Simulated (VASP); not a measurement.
# Na (Im-3m) in VASP: notebook, part 2 of 2

VASP 6.6.1. Earlier steps stand in the parts before.

### 4 Single point, LDA

The input, INCAR:

```
SYSTEM = Na
PREC = Accurate ; ENCUT = 520
EDIFF = 1E-6 ; ISMEAR = 1
SIGMA = 1.0 ; LREAL = .FALSE.
LASPH = .TRUE. ; NELM = 60
ALGO = Normal ; ISIF = 2
LWAVE = .FALSE. ; LCHARG = .TRUE.
GGA = CA ; LELF = .TRUE.
LVHAR = .TRUE. ; NBANDS = 10
```

The input, KPOINTS:

```
regular mesh
0
G
  11 11 11
  0 0 0
```

The input, POSCAR:

```
Na
1.0
   -2.0287155323      2.0287155323      2.0287155323
    2.0287155323     -2.0287155323      2.0287155323
    2.0287155323      2.0287155323     -2.0287155323
Na
1
Direct
    0.0000000000      0.0000000000      0.0000000000
```

Potentials or basis: VASP PAW LDA potentials, release 64 (Na_pv).

Started as:

```bash
$ cat potpaw_LDA.64/Na_pv/POTCAR > POTCAR
$ mpirun -np 1 vasp_std > vasp.out
```

OUTCAR:

```text
SYSTEM = Na
   PREC = Accurate
   ENCUT = 520
   EDIFF = 1E-6
   ISMEAR = 1
   LREAL = .FALSE.
   LASPH = .TRUE.
   NELM = 60
   ISIF = 2
   GGA = CA

 ion  position               nearest neighbor table
   1  0.000  0.000  0.000-

  LATTYP: Found a body centered cubic cell.
 ALAT       =     4.0574310646

  Lattice vectors:

 A1 = (  -2.0287155323,   2.0287155323,   2.0287155323)
 A2 = (   2.0287155323,  -2.0287155323,   2.0287155323)
 A3 = (   2.0287155323,   2.0287155323,  -2.0287155323)

Analysis of symmetry for initial positions (statically):
=====================================================================
 Subroutine PRICEL returns:
 Original cell was already a primitive cell.

 Routine SETGRP: Setting up the symmetry group for a
 body centered cubic supercell.

 Subroutine GETGRP returns: Found 48 space group operations
 (whereof 48 operations were pure point group operations)
 out of a pool of 48 trial point group operations.

The static configuration has the point symmetry O_h .

Analysis of symmetry for dynamics (positions and initial velocities):
=====================================================================
 Subroutine PRICEL returns:
 Original cell was already a primitive cell.

 Routine SETGRP: Setting up the symmetry group for a
 body centered cubic supercell.

 Subroutine GETGRP returns: Found 48 space group operations
 (whereof 48 operations were pure point group operations)
 out of a pool of 48 trial point group operations.

The dynamic configuration has the point symmetry O_h .

 Subroutine INISYM returns: Found 48 space group operations
 (whereof 48 operations are pure point group operations),
 and found     1 'primitive' translations

----------------------------------------------------------------------------------------

                                     Primitive cell

  volume of cell :      33.3982

  direct lattice vectors                    reciprocal lattice vectors
    -2.028715532  2.028715532  2.028715532     0.000000000  0.246461365  0.246461365
     2.028715532 -2.028715532  2.028715532     0.246461365  0.000000000  0.246461365
     2.028715532  2.028715532 -2.028715532     0.246461365  0.246461365  0.000000000

  length of vectors
     3.513838376  3.513838376  3.513838376     0.348549005  0.348549005  0.348549005

  position of ions in fractional coordinates (direct lattice)
     0.000000000  0.000000000  0.000000000

  ion indices of the primitive-cell ions
   primitive index   ion index
                 1           1

----------------------------------------------------------------------------------------

 KPOINTS: regular mesh

Automatic generation of k-mesh.
 Grid dimensions read from file:
 generate k-points for:   11   11   11

 Generating k-lattice:

  Cartesian coordinates                     Fractional coordinates (reciprocal lattice)
     0.000000000  0.022405579  0.022405579     0.090909091  0.000000000  0.000000000
     0.022405579  0.000000000  0.022405579     0.000000000  0.090909091  0.000000000
     0.022405579  0.022405579  0.000000000     0.000000000  0.000000000  0.090909091

  Length of vectors
     0.031686273  0.031686273  0.031686273

  Shift w.r.t. Gamma in fractional coordinates (k-lattice)
     0.000000000  0.000000000  0.000000000

 Subroutine IBZKPT returns following result:
 ===========================================

 Found     56 irreducible k-points:

 Following reciprocal coordinates:
            Coordinates               Weight
  0.000000  0.000000  0.000000      1.000000
  0.090909  0.000000  0.000000     12.000000
  0.181818  0.000000  0.000000     12.000000
  0.272727  0.000000  0.000000     12.000000
  0.363636  0.000000  0.000000     12.000000
  0.454545  0.000000  0.000000     12.000000
[... 16 lines left out ...]
  0.272727  0.181818  0.090909     48.000000
  0.363636  0.181818  0.090909     24.000000
 [... further k-points ...]
   k-points           NKPTS =     56   k-points in BZ     NKDIM =     56   number of bands    NBANDS=     10
   number of dos      NEDOS =    301   number of ions     NIONS =      1
   total plane-waves  NPLWV =  21952
   dimension x,y,z NGX =    28 NGY =   28 NGZ =   28
   dimension x,y,z NGXF=    56 NGYF=   56 NGZF=   56
   ions per type =               1
   NGX,Y,Z   is equivalent  to a cutoff of  13.25, 13.25, 13.25 a.u.
   NGXF,Y,Z  is equivalent  to a cutoff of  26.49, 26.49, 26.49 a.u.
 SYSTEM =  Na
   PREC   = accura    normal or accurate (medium, high low for compatibility)
   ISTART =      0    job   : 0-new  1-cont  2-samecut
   ICHARG =      2    charge: 1-file 2-atom 10-const
   ISPIN  =      1    spin polarized calculation?
   LNONCOLLINEAR =      F non collinear calculations
   LSORBIT =      F    spin-orbit coupling
   LASPH  =      T    aspherical Exc in radial PAW
   ENCUT  =  520.0 eV  38.22 Ry    6.18 a.u.   6.53  6.53  6.53*2*pi/ulx,y,z
   NELM   =     60;   NELMIN=  2; NELMDL= -5     # of ELM steps
   EDIFF  = 0.1E-05   stopping-criterion for ELM
   LREAL  =      F    real-space projection
   EDIFFG = 0.1E-04   stopping-criterion for IOM
   NSW    =      0    number of steps for IOM
   IBRION =     -1    ionic relax: 0-MD 1-quasi-New 2-CG
   NFREE  =      0    steps in history (QN), initial steepest desc. (CG)
   ISIF   =      2    stress and relaxation
   ISYM   =      2    0-nonsym 1-usesym 2-fastsym
   POTIM  = 0.5000    time-step for ionic-motion
   TEBEG  =    0.0;   TEEND  =   0.0 temperature during run
   PSTRESS=    0.0 pullay stress
   NELECT =       7.0000    total number of electrons
   NUPDOWN=      -1.0000    fix difference up-down
   EMIN   =  10.00;   EMAX   =-10.00  energy-range for DOS
   EFERMI =   0.00;   METHOD = LEGACY
   ISMEAR =     1;   SIGMA  =   1.00  broadening in eV -4-tet -1-fermi 0-gaus
   EFERMI_NEDOS =   21; number of points for ismear=-14 and -15
   IALGO  =     38    algorithm
   IMIX   =      4    mixing-type and parameters
     AMIX     =   0.40;   BMIX     =  1.00
     AMIX_MAG =   1.60;   BMIX_MAG =  1.00
  volume/ion in A,a.u.               =      33.40       225.38
  Fermi-wavevector in a.u.,A,eV,Ry     =   0.972448  1.837660 12.866417  0.945655
  Thomas-Fermi vector in A             =   2.102747
   LORBIT       =      0    0 simple, 1 ext, 2 COOP (PROOUT), +10 PAW based schemes
   GGA     = CA    functional components
   LHFCALC =     F    Hartree Fock is set to
   AEXX    =    0.0000 exact exchange contribution
   IVDW    =     0    specifies the selected vdW correction
   LEPSILON=     F    determine dielectric tensor
   LRPA    =     F    only Hartree local field effects (RPA)
 non-spin polarized calculation
 Methfessel and Paxton  Order N= 1 SIGMA  =   1.00
  energy-cutoff  :      520.00
  volume of cell :       33.40
 maximum number of plane-waves:       935
 NGX is ok and might be reduce to    28
   NGX = 13   NGY = 13   NGZ = 13

 number of electron       7.0000010 magnetization

 Free energy of the ion-electron system (eV)
  ---------------------------------------------------
  ext. energy  EPLUGINS =         0.00000000
  ---------------------------------------------------
  free energy    TOTEN  =        -1.45470539 eV

  energy without entropy =       -1.45130862  energy(sigma->0) =       -1.45357314

 E-fermi :   0.4694     XC(G=0):  -7.0276

 val. band max:        0.4327789875   @ k =  -0.3636   0.4545   0.0909
 cond. band min:       0.5771445261   @ k =   0.1818   0.1818   0.1818
 fundamental gap:      0.1443655386
 Fermi energy:         0.4693740584

 k-point     1 :       0.0000    0.0000    0.0000
  band No.  band energies     occupation
      1     -24.3995      2.00000
      2     -24.3995      2.00000
      3     -24.3995      2.00000
      4      -3.0431      2.00001
      5      12.7852     -0.00000
      6      12.7852     -0.00000
      7      12.7852     -0.00000
      8      13.9581     -0.00000
      9      13.9581     -0.00000
     10      14.6647     -0.00000

 k-point     2 :       0.0909    0.0000    0.0000
  band No.  band energies     occupation
      1     -24.4037      2.00000
      2     -24.4009      2.00000
      3     -24.3995      2.00000
      4      -2.8863      2.00002
      5      11.0786     -0.00000
      6      11.9689     -0.00000
      7      12.2949     -0.00000
      8      12.9777     -0.00000
      9      13.3191     -0.00000
     10      15.0025     -0.00000
[... 274 lines left out ...]
 k-point    24 :       0.3636    0.1818    0.0909
  band No.  band energies     occupation
      1     -24.4423      2.00000
      2     -24.4229      2.00000
      3     -24.4075      2.00000
      4       1.9166     -0.05985
      5       2.4408     -0.01751
      6       5.3421     -0.00000
      7       7.3509     -0.00000
      8      14.5967     -0.00000
      9      16.0243     -0.00000
     10      17.1957     -0.00000

 [... further k-points ...]
[... 5 lines left out ...]
  --------------------------------------------------------------------------------------
  -------------------------------------------------------------------------------------
  Total       -0.0127103     -0.0127103     -0.0127103     -0.0000000      0.0000000     -0.0000000
  in kB       -0.6097352     -0.6097352     -0.6097352     -0.0000000      0.0000000     -0.0000000
  external PRESSURE =      -0.6097352 kB  Pullay stress =       0.0000000 kB

 VOLUME and BASIS-vectors are now :
 -----------------------------------------------------------------------------
  energy-cutoff  :      520.00
  volume of cell :       33.40
      direct lattice vectors                 reciprocal lattice vectors
    -2.028715532  2.028715532  2.028715532     0.000000000  0.246461365  0.246461365
     2.028715532 -2.028715532  2.028715532     0.246461365  0.000000000  0.246461365
     2.028715532  2.028715532 -2.028715532     0.246461365  0.246461365  0.000000000

 POSITION                                       TOTAL-FORCE (eV/Angst)
 -----------------------------------------------------------------------------------
      0.00000      0.00000      0.00000         0.000000     -0.000000     -0.000000
 -----------------------------------------------------------------------------------
    total drift:                                0.000000      0.000000      0.000000

  FREE ENERGIE OF THE ION-ELECTRON SYSTEM (eV)
  ---------------------------------------------------
  free  energy   TOTEN  =        -1.4547053937 eV

  energy  without entropy=       -1.4513086233  energy(sigma->0) =       -1.45357314
```

OSZICAR:

```text
N       E                     dE             d eps       ncg     rms          rms(c)
DAV:   1     0.275939707975E+02    0.27594E+02   -0.37652E+03  1120   0.584E+02
DAV:   2    -0.893509959577E+00   -0.28487E+02   -0.28282E+02  1136   0.146E+02
DAV:   3    -0.145306920996E+01   -0.55956E+00   -0.55914E+00  1398   0.227E+01
DAV:   4    -0.145682598138E+01   -0.37568E-02   -0.37564E-02  1288   0.182E+00
DAV:   5    -0.145687633493E+01   -0.50354E-04   -0.50353E-04  1348   0.207E-01    0.209E-01
DAV:   6    -0.145550038114E+01    0.13760E-02   -0.81876E-04  1324   0.376E-01    0.135E-01
DAV:   7    -0.145472015946E+01    0.78022E-03   -0.11737E-03  1272   0.377E-01    0.219E-02
DAV:   8    -0.145470511127E+01    0.15048E-04   -0.90788E-05  1336   0.155E-01    0.256E-03
DAV:   9    -0.145470539372E+01   -0.28245E-06   -0.37621E-07   870   0.674E-03
   1 F= -.14547054E+01 E0= -.14535731E+01  d E =-.339677E-02
```

Run time: 8.8 s. Hardware: 1 thread of AMD EPYC 9R45 (Zen 5), shared host; peak memory 0.11 GiB.

Results:

| Item | Value |
| --- | --- |
| Free energy | -1.4547 eV |
| Pressure | -0.1 GPa |

### 5 Single point, LDA

The input, INCAR:

```
PREC = Accurate
ENCUT = 520
EDIFF = 1E-6
ISMEAR = 1
SIGMA = 0.03
LREAL = F
LASPH = T
NELM = 100
ALGO = Normal
ISIF = 2
LWAVE = F
LCHARG = F
GGA = CA
NBANDS = 10
```

The input, KPOINTS:

```
regular mesh
0
Gamma
  11 11 11
```

POSCAR is that of step 4.

Started as:

```bash
$ cat potpaw_LDA.64/Na_pv/POTCAR > POTCAR
$ mpirun -np 1 vasp_std > vasp.out
```

It took 7.6 s on 1 thread of AMD EPYC 9R45 (Zen 5), shared host; peak memory 0.11 GiB.

Results (log left out):

```
Free energy : -1.4570 eV
Pressure    : -0.1 GPa
```

Levels at points of the mesh, in eV from the Fermi level:
| k point | band 1 | band 2 | band 3 | band 4 | band 5 | band 6 | band 7 | band 8 |
| --- | --- | --- | --- | --- | --- | --- | --- | --- |
| (0.00, 0.00, 0.00) | -24.84 | -24.84 | -24.84 | -3.49 | 12.34 | 12.34 | 12.34 | 13.51 |

### 6 Overview

| smearing | gap on the mesh (eV) | pressure (GPa) |
| --- | --- | --- |
| methfessel-paxton 0.3 eV | none | -0.1 |
| methfessel-paxton 0.6 eV | none | -0.1 |
| methfessel-paxton 1 eV | none | -0.1 |
| methfessel-paxton 0.03 eV | none | -0.1 |

Alike in all rows: task single point; level LDA; potentials or basis VASP PAW LDA potentials, release 64 (Na_pv); no spin polarisation; cell as given; k mesh 11 × 11 × 11; cutoff (eV) 520.

Every run on the cell as given and a fine mesh finds a metal.

Absolute energies hang on the potentials; compare differences alone.
